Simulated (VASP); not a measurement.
Wanted: the native input for a VASP 6.6.1 run.

```yaml
Task: single point
Functional: PBE
Potentials_or_basis: VASP PAW PBE potentials, release 64 (C)
Cutoff: 520 eV
k_mesh: 31 × 31 × 31
Occupations: fermi-dirac, width 0.0612256 eV
Spin: no spin polarisation
Dipole_correction: no
Further_INCAR_settings: ALGO = Normal; EDIFF = 1e-06; NBANDS = 8
```

The structure of C lies in POSCAR:

```
C
1.0
    1.7525549836      0.0000000000      0.0000000000
    0.0000000000      1.7525549836      0.0000000000
    0.0000000000      0.0000000000      1.7525549836
C
1
Direct
    0.0000000000      0.0000000000      0.0000000000
```

These files were run (other wordings do the same):

INCAR

```
PREC = Accurate ; ENCUT = 520
EDIFF = 1E-6 ; ISMEAR = -1
SIGMA = 0.06122561905347299 ; LREAL = F
LASPH = T ; NELM = 60
ALGO = Normal ; ISIF = 2
LWAVE = F ; LCHARG = F
GGA = PE ; NBANDS = 8
```

KPOINTS

```
Automatic mesh
0
Gamma
  31 31 31
```

Potentials or basis: VASP PAW PBE potentials, release 64 (C).

Run with:

```sh
$ cat potpaw_PBE.64/C/POTCAR > POTCAR
$ mpirun -np 1 vasp_std > vasp.out
```

It gave:

```json
{
 "Pressure": "13.3 GPa",
 "Band gap on the k mesh": "zero (bands 2 and 3 overlap by 12.05 eV)"
}
```

Caveat: the cell stands under pressure.

Run time: 26 s on 1 thread of Intel Xeon 8259CL, on a shared host, peak memory 0.13 GiB.
